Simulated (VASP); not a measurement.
Here is a VASP 6.6.1 calculation.

Contents of INCAR:

```
SYSTEM = Mg
PREC = Accurate
ENCUT = 600
EDIFF = 1E-6
ISMEAR = -5
SIGMA = 0.1
LREAL = .FALSE.
LASPH = .TRUE.
NELM = 120
ALGO = Normal
ISIF = 2
LWAVE = .FALSE.
LCHARG = .FALSE.
GGA = RE
NBANDS = 7
GGA_COMPAT = .FALSE.
```

KPOINTS

```
regular mesh
0
G
  2 2 2
  0 0 0
```

POSCAR

```
Mg
1.0
   -1.8359916300      1.8359916300      1.6794040200
    1.8359916300     -1.8359916300      1.6794040200
    1.8359916300      1.8359916300     -1.6794040200
Mg
1
Direct
    0.0000000000      0.0000000000      0.0000000000
```

Potentials or basis: VASP PAW PBE potentials, release 64 (Mg).

The run is started by

```bash
$ cat potpaw_PBE.64/Mg/POTCAR > POTCAR
$ mpirun -np 1 vasp_std > vasp.out
```

Question: Predict the pressure.

Answer: -1.1 GPa.

Question: Predict the band gap on the k mesh.

Answer: Zero (bands 1 and 2 overlap by 4.55 eV).

Stress tensor (GPa, compression positive):
```
-5.61  0.00  0.00
 0.00 -5.61  0.00
 0.00  0.00  7.91
```

Caveat: the k points lie up to 1.27 Å⁻¹ apart, too coarse for converged energies and pressures of a metal; the PAW data sets were made with another functional, which shifts forces and pressure a little; tetrahedron occupations give inexact forces and stress in metals.
